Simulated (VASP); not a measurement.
# Nb (Im-3m) in VASP: a series of runs

Runs on Nb. Level: LDA. Tasks: single point.

Program: VASP 6.6.1. These are calculated values, not measurements. Logs are shortened: lines on timing, memory, paths and dates and some standing lists are left out, and cuts for length are marked.

## 1. The cell of the first run

The structure is cubic, space group Im-3m (No. 229). The conventional cell has a = 3.260 Å, b = 3.260 Å, c = 3.260 Å, α = 90.00°, β = 90.00°, γ = 90.00°. Within 3.7 Å of Nb (site symmetry m-3m) lie 14 Nb at 2.82 to 3.26 Å.

## 2. Single point, LDA (volume scaled by 0.94)

File INCAR:

```
PREC = Accurate
ENCUT = 500
EDIFF = 1E-6
ISMEAR = -1
SIGMA = 0.05
LREAL = F
LASPH = T
NELM = 120
ALGO = Normal
ISIF = 2
LWAVE = F
LCHARG = F
GGA = CA
NBANDS = 12
GGA_COMPAT = F
```

File KPOINTS:

```
regular mesh
0
Gamma
  11 11 11
```

File POSCAR:

```
Nb
1.0
   -1.6299823056      1.6299823056      1.6299823056
    1.6299823056     -1.6299823056      1.6299823056
    1.6299823056      1.6299823056     -1.6299823056
Nb
1
Direct
    0.0000000000      0.0000000000      0.0000000000
```

Potentials or basis: VASP PAW LDA potentials, release 64 (Nb_sv).

On the command line:

```
> cat potpaw_LDA.64/Nb_sv/POTCAR > POTCAR
> mpirun -np 1 vasp_std > vasp.out
```

OUTCAR:

```text
PREC = Accurate
   ENCUT = 500
   EDIFF = 1E-6
   ISMEAR = -1
   LREAL = F
   LASPH = T
   NELM = 120
   ISIF = 2
   GGA = CA

 ion  position               nearest neighbor table
   1  0.000  0.000  0.000-

  LATTYP: Found a body centered cubic cell.
 ALAT       =     3.2599646112

  Lattice vectors:

 A1 = (  -1.6299823056,   1.6299823056,   1.6299823056)
 A2 = (   1.6299823056,  -1.6299823056,   1.6299823056)
 A3 = (   1.6299823056,   1.6299823056,  -1.6299823056)

Analysis of symmetry for initial positions (statically):
=====================================================================
 Subroutine PRICEL returns:
 Original cell was already a primitive cell.

 Routine SETGRP: Setting up the symmetry group for a
 body centered cubic supercell.

 Subroutine GETGRP returns: Found 48 space group operations
 (whereof 48 operations were pure point group operations)
 out of a pool of 48 trial point group operations.

The static configuration has the point symmetry O_h .

Analysis of symmetry for dynamics (positions and initial velocities):
=====================================================================
 Subroutine PRICEL returns:
 Original cell was already a primitive cell.

 Routine SETGRP: Setting up the symmetry group for a
 body centered cubic supercell.

 Subroutine GETGRP returns: Found 48 space group operations
 (whereof 48 operations were pure point group operations)
 out of a pool of 48 trial point group operations.

The dynamic configuration has the point symmetry O_h .

 Subroutine INISYM returns: Found 48 space group operations
 (whereof 48 operations are pure point group operations),
 and found     1 'primitive' translations

----------------------------------------------------------------------------------------

                                     Primitive cell

  volume of cell :      17.3224

  direct lattice vectors                    reciprocal lattice vectors
    -1.629982306  1.629982306  1.629982306     0.000000000  0.306751796  0.306751796
     1.629982306 -1.629982306  1.629982306     0.306751796  0.000000000  0.306751796
     1.629982306  1.629982306 -1.629982306     0.306751796  0.306751796  0.000000000

  length of vectors
     2.823212169  2.823212169  2.823212169     0.433812550  0.433812550  0.433812550

  position of ions in fractional coordinates (direct lattice)
     0.000000000  0.000000000  0.000000000

  ion indices of the primitive-cell ions
   primitive index   ion index
                 1           1

----------------------------------------------------------------------------------------

 KPOINTS: regular mesh

Automatic generation of k-mesh.
 Grid dimensions read from file:
 generate k-points for:   11   11   11

 Generating k-lattice:

  Cartesian coordinates                     Fractional coordinates (reciprocal lattice)
     0.000000000  0.027886527  0.027886527     0.090909091  0.000000000  0.000000000
     0.027886527  0.000000000  0.027886527     0.000000000  0.090909091  0.000000000
     0.027886527  0.027886527  0.000000000     0.000000000  0.000000000  0.090909091

  Length of vectors
     0.039437505  0.039437505  0.039437505

  Shift w.r.t. Gamma in fractional coordinates (k-lattice)
     0.000000000  0.000000000  0.000000000

 Subroutine IBZKPT returns following result:
 ===========================================

 Found     56 irreducible k-points:

 Following reciprocal coordinates:
            Coordinates               Weight
  0.000000  0.000000  0.000000      1.000000
  0.090909  0.000000  0.000000     12.000000
  0.181818  0.000000  0.000000     12.000000
  0.272727  0.000000  0.000000     12.000000
  0.363636  0.000000  0.000000     12.000000
  0.454545  0.000000  0.000000     12.000000
[... 16 lines left out ...]
  0.272727  0.181818  0.090909     48.000000
  0.363636  0.181818  0.090909     24.000000
 [... further k-points ...]
   k-points           NKPTS =     56   k-points in BZ     NKDIM =     56   number of bands    NBANDS=     12
   number of dos      NEDOS =    301   number of ions     NIONS =      1
   total plane-waves  NPLWV =  13824
   dimension x,y,z NGX =    24 NGY =   24 NGZ =   24
   dimension x,y,z NGXF=    48 NGYF=   48 NGZF=   48
   ions per type =               1
   NGX,Y,Z   is equivalent  to a cutoff of  14.13, 14.13, 14.13 a.u.
   NGXF,Y,Z  is equivalent  to a cutoff of  28.26, 28.26, 28.26 a.u.
 SYSTEM =  unknown system
   PREC   = accura    normal or accurate (medium, high low for compatibility)
   ISTART =      0    job   : 0-new  1-cont  2-samecut
   ICHARG =      2    charge: 1-file 2-atom 10-const
   ISPIN  =      1    spin polarized calculation?
   LNONCOLLINEAR =      F non collinear calculations
   LSORBIT =      F    spin-orbit coupling
   LASPH  =      T    aspherical Exc in radial PAW
   ENCUT  =  500.0 eV  36.75 Ry    6.06 a.u.   5.15  5.15  5.15*2*pi/ulx,y,z
   NELM   =    120;   NELMIN=  2; NELMDL= -5     # of ELM steps
   EDIFF  = 0.1E-05   stopping-criterion for ELM
   LREAL  =      F    real-space projection
   EDIFFG = 0.1E-04   stopping-criterion for IOM
   NSW    =      0    number of steps for IOM
   IBRION =     -1    ionic relax: 0-MD 1-quasi-New 2-CG
   NFREE  =      0    steps in history (QN), initial steepest desc. (CG)
   ISIF   =      2    stress and relaxation
   ISYM   =      2    0-nonsym 1-usesym 2-fastsym
   POTIM  = 0.5000    time-step for ionic-motion
   TEBEG  =    0.0;   TEEND  =   0.0 temperature during run
   PSTRESS=    0.0 pullay stress
   NELECT =      13.0000    total number of electrons
   NUPDOWN=      -1.0000    fix difference up-down
   EMIN   =  10.00;   EMAX   =-10.00  energy-range for DOS
   EFERMI =   0.00;   METHOD = LEGACY
   ISMEAR =    -1;   SIGMA  =   0.05  broadening in eV -4-tet -1-fermi 0-gaus
   EFERMI_NEDOS =   21; number of points for ismear=-14 and -15
   IALGO  =     38    algorithm
   IMIX   =      4    mixing-type and parameters
     AMIX     =   0.40;   BMIX     =  1.00
     AMIX_MAG =   1.60;   BMIX_MAG =  1.00
  volume/ion in A,a.u.               =      17.32       116.90
  Fermi-wavevector in a.u.,A,eV,Ry     =   1.487715  2.811374 30.113717  2.213296
  Thomas-Fermi vector in A             =   2.600841
   LORBIT       =      0    0 simple, 1 ext, 2 COOP (PROOUT), +10 PAW based schemes
   GGA     = CA    functional components
   LHFCALC =     F    Hartree Fock is set to
   AEXX    =    0.0000 exact exchange contribution
   IVDW    =     0    specifies the selected vdW correction
   LEPSILON=     F    determine dielectric tensor
   LRPA    =     F    only Hartree local field effects (RPA)
 non-spin polarized calculation
  energy-cutoff  :      500.00
  volume of cell :       17.32
 maximum number of plane-waves:       451
 NGX is ok and might be reduce to    24
   NGX = 11   NGY = 11   NGZ = 11

 number of electron      13.0000001 magnetization

 Free energy of the ion-electron system (eV)
  ---------------------------------------------------
  ext. energy  EPLUGINS =         0.00000000
  ---------------------------------------------------
  free energy    TOTEN  =       -11.24883873 eV

  energy without entropy =      -11.23292284  energy(sigma->0) =      -11.24088078

 E-fermi :  11.5038     XC(G=0): -12.9174

 val. band max:       11.5013854918   @ k =   0.2727   0.0000   0.0000
 cond. band min:      11.5143966727   @ k =   0.2727   0.0909   0.0909
 fundamental gap:      0.0130111810
 Fermi energy:        11.5037865942

 k-point     1 :       0.0000    0.0000    0.0000
  band No.  band energies     occupation
      1     -42.4802      2.00000
      2     -17.8383      2.00000
      3     -17.8383      2.00000
      4     -17.8383      2.00000
      5       5.5555      2.00000
      6      11.8708      0.00130
      7      11.8708      0.00130
      8      11.8708      0.00130
      9      14.9035      0.00000
     10      14.9035      0.00000
     11      25.8907      0.00000
     12      25.8907      0.00000

 k-point     2 :       0.0909    0.0000    0.0000
  band No.  band energies     occupation
      1     -42.4574      2.00000
      2     -17.9720      2.00000
      3     -17.8786      2.00000
      4     -17.8396      2.00000
      5       5.9088      2.00000
      6      11.6538      0.09478
      7      11.8115      0.00424
      8      12.2146      0.00000
      9      14.5922      0.00000
     10      14.9051      0.00000
     11      26.1762      0.00000
     12      26.5036      0.00000

 k-point     3 :       0.1818    0.0000    0.0000
  band No.  band energies     occupation
      1     -42.3959      2.00000
      2     -18.3203      2.00000
      3     -17.9850      2.00000
      4     -17.8430      2.00000
      5       6.8165      2.00000
      6      11.1267      1.99894
      7      11.5485      0.58064
      8      13.2115      0.00000
      9      14.2670      0.00000
     10      14.9528      0.00000
     11      26.5636      0.00000
     12      28.1816      0.00000
[... 286 lines left out ...]
 k-point    23 :       0.2727    0.1818    0.0909
  band No.  band energies     occupation
      1     -42.1869      2.00000
      2     -19.1167      2.00000
      3     -18.4438      2.00000
      4     -18.0892      2.00000
      5       9.1479      2.00000
      6       9.9397      2.00000
      7      11.3821      1.83872
      8      15.2033      0.00000
      9      15.6980      0.00000
     10      20.1356      0.00000
     11      23.5181      0.00000
     12      25.2193      0.00000

 k-point    24 :       0.3636    0.1818    0.0909
  band No.  band energies     occupation
      1     -42.1701      2.00000
      2     -19.1239      2.00000
      3     -18.5453      2.00000
      4     -18.1006      2.00000
      5       9.0439      2.00000
      6       9.8841      2.00000
      7      11.9777      0.00015
      8      15.3383      0.00000
      9      15.7702      0.00000
     10      21.0521      0.00000
     11      22.4290      0.00000
     12      24.6233      0.00000

 [... further k-points ...]

------------------------ aborting loop because EDIFF is reached ----------------------------------------

  FORCE on cell =-STRESS in cart. coord.  units (eV):
  Direction    XX          YY          ZZ          XY          YZ          ZX
  --------------------------------------------------------------------------------------
  -------------------------------------------------------------------------------------
  Total       -0.1737395     -0.1737395     -0.1737395      0.0000000      0.0000000      0.0000000
  in kB      -16.0694298    -16.0694298    -16.0694298      0.0000000      0.0000000      0.0000000
  external PRESSURE =     -16.0694298 kB  Pullay stress =       0.0000000 kB

 VOLUME and BASIS-vectors are now :
 -----------------------------------------------------------------------------
  energy-cutoff  :      500.00
  volume of cell :       17.32
      direct lattice vectors                 reciprocal lattice vectors
    -1.629982306  1.629982306  1.629982306     0.000000000  0.306751796  0.306751796
     1.629982306 -1.629982306  1.629982306     0.306751796  0.000000000  0.306751796
     1.629982306  1.629982306 -1.629982306     0.306751796  0.306751796  0.000000000

 POSITION                                       TOTAL-FORCE (eV/Angst)
 -----------------------------------------------------------------------------------
      0.00000      0.00000      0.00000         0.000000      0.000000     -0.000000
 -----------------------------------------------------------------------------------
    total drift:                                0.000000      0.000000     -0.000000

  FREE ENERGIE OF THE ION-ELECTRON SYSTEM (eV)
  ---------------------------------------------------
  free  energy   TOTEN  =       -11.2488387252 eV

  energy  without entropy=      -11.2329228395  energy(sigma->0) =      -11.24088078
```

Wall time 13 s (1 thread of Intel Xeon 8259CL, shared host); peak memory 0.13 GiB.

What came out:

* Free energy: -11.2488 eV
* Pressure: -1.6 GPa

## 3. Single point, LDA (volume scaled by 0.96)

File INCAR:

```
SYSTEM = Nb
PREC = Accurate
ENCUT = 500
EDIFF = 1E-6
ISMEAR = -1
SIGMA = 0.05
LREAL = .False.
LASPH = .True.
NELM = 120
ALGO = Normal
ISIF = 2
LWAVE = .False.
LCHARG = .True.
GGA = CA
LELF = .True.
LVHAR = .True.
NBANDS = 12
GGA_COMPAT = .False.
```

File KPOINTS:

```
regular mesh
0
Gamma
  11 11 11
  0 0 0
```

File POSCAR:

```
Nb
1.0
   -1.6414614324      1.6414614324      1.6414614324
    1.6414614324     -1.6414614324      1.6414614324
    1.6414614324      1.6414614324     -1.6414614324
Nb
1
Direct
    0.0000000000      0.0000000000      0.0000000000
```

Potentials or basis: VASP PAW LDA potentials, release 64 (Nb_sv).

On the command line:

```
> cat potpaw_LDA.64/Nb_sv/POTCAR > POTCAR
> mpirun -np 1 vasp_std > vasp.out
```

Wall time 13 s (1 thread of Intel Xeon 8259CL, shared host); peak memory 0.13 GiB.

Results (log left out):

```yaml
Free_energy: -11.2414 eV
Pressure: -5.3 GPa
```

Levels at points of the mesh, in eV from the Fermi level:
```tsv
k point	band 4	band 5	band 6	band 7	band 8	band 9
(0.00, 0.00, 0.00)	-29.41	-5.91	0.38	0.38	0.38	3.34
```

[end of part 1 of 2]
